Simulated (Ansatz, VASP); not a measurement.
## Two plane-wave programs on Ge

```
Ge
1.0
    -2.57449    2.57449    1.39741
     2.57449   -2.57449    1.39741
     2.57449    2.57449   -1.39741
Ge
2
Direct
  0.25000 0.75000 0.50000
  0.50194 0.50000 0.00194
```

Alike in both runs: task single point; functional LDA; k mesh 7 × 7 × 7; no spin polarisation.

```csv
,VASP,Ansatz
version,VASP 6.6.1,Ansatz 0.2.0
potentials or method,"VASP PAW LDA potentials, release 64 (Ge_d), cutoff 520 eV","plane waves, PAW"
occupations,"methfessel-paxton of order 1, width 0.1 eV",cold
valence electrons in the cell,28,28
```

VASP gave:

- rms of the force components (eV/Å): 0.014

Problem. What did Ansatz give for the same quantities?

Solution. rms of the force components (eV/Å): 0.016.

LDA's correlation is that of Perdew and Zunger in VASP and of Perdew and Wang (1992) in Ansatz. Atom by atom the forces differ by 0.002 eV/Å (rms over components).

The k mesh is coarse, so the values compare programs but aren't converged.
